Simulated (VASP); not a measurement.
**HfO2: single point with PBE**

Crystal: HfO2.

```xyz
3
Lattice="3.6056 0.0000 0.0000 -1.8028 3.1226 0.0000 0.0000 0.0000 2.6938" Properties=species:S:1:pos:R:3 pbc="T T T"
Hf    0.0000    0.0000    0.0000
O     0.0000    2.0817    1.3469
O     1.8028    1.0409    1.3469
```

- Program: VASP 6.6.1
- Task: single point
- Functional: PBE
- Potentials or basis: VASP PAW PBE potentials, release 64 (Hf_pv, O)
- Cutoff: 520 eV
- k mesh: 12 × 12 × 18
- Occupations: gaussian, width 0.1 eV
- Spin: no spin polarisation
- Dipole correction: no
- Further INCAR settings: ALGO = Normal; EDIFF = 1e-06; NBANDS = 18

| Quantity | Value |
| --- | --- |
| Pressure | -2.8 GPa |
| Band gap on the k mesh | zero (bands 11 and 12 overlap by 1.76 eV) |

Stress tensor (GPa, compression positive):
```
-2.77  0.00  0.00
 0.00 -2.77  0.00
 0.00  0.00 -2.94
```

Levels at points of the mesh, in eV from the Fermi level:
| k point | band 8 | band 9 | band 10 | band 11 | band 12 | band 13 | band 14 | band 15 |
| --- | --- | --- | --- | --- | --- | --- | --- | --- |
| (0.00, 0.00, 0.00) | -2.91 | -2.26 | -1.35 | -1.35 | -0.57 | 3.28 | 5.05 | 5.05 |
| (0.50, 0.00, 0.00) | -2.94 | -1.47 | -1.21 | -1.05 | -0.87 | 2.92 | 5.18 | 5.65 |
| (0.00, 0.00, 0.50) | -5.00 | -3.65 | -3.65 | -2.88 | 1.69 | 1.69 | 5.10 | 5.10 |
| (0.50, 0.00, 0.50) | -5.40 | -4.16 | -1.57 | 0.22 | 3.45 | 4.13 | 4.30 | 5.11 |

Run time: 2.6 min on 1 thread of Intel Xeon 8259CL, on a shared host, peak memory 0.22 GiB.

Caveat: spin-orbit coupling is left out, which moves the levels of the heavy elements.
